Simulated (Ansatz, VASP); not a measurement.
# One calculation of YbI3, two programs

```
CELL_PARAMETERS angstrom
0.00000 3.60521 3.60521
3.60521 0.00000 3.60521
3.60521 3.60521 0.00000
ATOMIC_POSITIONS crystal
Yb 0.00000 0.00000 0.00000
I 0.50000 0.50000 0.50000
I 0.25000 0.25000 0.25000
I 0.75000 0.75000 0.75000
```

Alike in both runs: task single point; functional PBE; k mesh 7 × 7 × 7; occupations fermi-dirac, width 0.05 eV; collinear spin.

|  | VASP | Ansatz |
| --- | --- | --- |
| version | VASP 6.6.1 | Ansatz 0.2.0 |
| potentials or method | VASP PAW PBE potentials, release 64 (Yb, I) | Ansatz PAW |
| plane-wave cutoff (eV) | 520 | 420 |
| valence electrons in the cell | 45 | 75 |

```tsv
	VASP	Ansatz	Ansatz less VASP
gap on the k mesh at the Fermi level (eV)	none	none	-
pressure (GPa)	25.7	25.8	+0.16
net moment per atom (μB)	0.00	0.00	-0.001
```

A gap of «none» marks a metal or a gap that the smearing closes. With one functional, cell and mesh, what is left measures potentials, basis and numerics. VASP's potentials hold 45 valence electrons a cell and Ansatz's 75, so a difference there can come from the potentials and not from the codes.

Neither program's run includes spin-orbit coupling.
